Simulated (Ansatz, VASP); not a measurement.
**ScIn3As2: VASP beside Ansatz**

```
CELL_PARAMETERS angstrom
2.98444 -7.04957 0.00000
2.98444 7.04957 0.00000
0.00000 0.00000 3.92094
ATOMIC_POSITIONS crystal
Sc 0.00000 0.00000 0.00000
In 0.16949 0.83051 0.50000
In 0.83051 0.16949 0.50000
In 0.50000 0.50000 0.00000
As 0.63533 0.36467 0.50000
As 0.36467 0.63533 0.50000
```

Change from the starting cell: species swapped into the Li2BiO3 type (Cmmm, No. 65).

Alike in both runs: functional PBE; k mesh 4 × 4 × 4; occupations gaussian, width 0.1 eV; no spin polarisation.

Ansatz relaxed the structure, and its values are those at the end. VASP's run is a single point on that final structure, the one shown.

|  | VASP | Ansatz |
| --- | --- | --- |
| version | VASP 6.6.1 | Ansatz 0.2.0 |
| potentials or method | VASP PAW PBE potentials, release 64 (Sc_sv, In_d, As), cutoff 520 eV | scalar-relativistic, plane waves, PAW |
| valence electrons in the cell | 60 | 80 |

|  | VASP | Ansatz | Ansatz less VASP |
| --- | --- | --- | --- |
| gap on the k mesh at the Fermi level (eV) | none | none | - |
| pressure (GPa) | 0.0 | -0.1 | -0.03 |
| rms of the force components (eV/Å) | 0.006 | 0.005 | -0.0005 |

A gap of «none» marks a metal or a gap that the smearing closes. VASP's potentials hold 60 valence electrons a cell and Ansatz's 80, so a difference there can come from the potentials and not from the codes.

The k mesh is coarse, so the values compare programs but aren't converged.
